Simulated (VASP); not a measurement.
**MgI2: single point with PBE+D3(BJ)**

MgI2:

```
Mg I
1.0
     4.31985    0.00000    0.00000
    -2.15992    3.74110    0.00000
     0.00000    0.00000    7.41096
Mg I
1 2
Direct
  0.00000 0.00000 0.00000
  0.33333 0.66667 0.75763
  0.66667 0.33333 0.24237
```

This cell differs from its parent crystal: strain +0.040 along x and y, +0.080 along z.

```yaml
Program: VASP 6.6.1
Task: single point
Functional: PBE
Dispersion: D3(BJ)
Potentials_or_basis: VASP PAW PBE potentials, release 64 (Mg, I)
Cutoff: 520 eV
k_mesh: 6 × 6 × 4
Occupations: gaussian, width 0.05 eV
Spin: no spin polarisation
Dipole_correction: no
Further_INCAR_settings: ALGO = Normal; EDIFF = 1e-06; NBANDS = 15
```

| Item | Value |
| --- | --- |
| Pressure | -3.6 GPa |
| Largest force | 0.682 eV/Å |
| Band gap on the k mesh | 3.15 eV |
| Dispersion energy per atom | -0.262 eV |

Forces on the atoms (eV/Å):
```
Mg   0.000  0.000  0.000
I    0.000  0.000  0.682
I    0.000  0.000 -0.682
```

Stress tensor (GPa, compression positive):
```
-3.45  0.00  0.00
 0.00 -3.45  0.00
 0.00  0.00 -3.96
```

Levels at points of the mesh, in eV from the valence-band top:
| k point | band 4 | band 5 | band 6 | band 7 | band 8 | band 9 | band 10 | band 11 | band 12 | band 13 |
| --- | --- | --- | --- | --- | --- | --- | --- | --- | --- | --- |
| (0.00, 0.00, 0.00) | -0.24 | -0.24 | -0.14 | 0.00 | 0.00 | 3.15 | 4.82 | 6.62 | 6.62 | 7.39 |
| (0.50, 0.00, 0.00) | -2.27 | -1.44 | -0.98 | -0.69 | -0.33 | 3.45 | 5.22 | 5.65 | 6.77 | 7.19 |
| (0.00, 0.00, 0.50) | -1.11 | -0.18 | -0.18 | -0.06 | -0.06 | 4.02 | 4.77 | 6.51 | 6.51 | 7.62 |
| (0.50, 0.00, 0.50) | -2.52 | -0.97 | -0.87 | -0.64 | -0.48 | 3.28 | 5.15 | 5.85 | 6.08 | 7.22 |

Wall time 50 s on 1 thread of Intel Xeon 8259CL (shared host), peak memory 0.25 GiB.

Caveat: the cell differs from its parent crystal (strain +0.040 along x and y, +0.080 along z); the cell stands under tension; spin-orbit coupling is left out, which moves the levels of the heavy elements. A k mesh can miss the band edges.
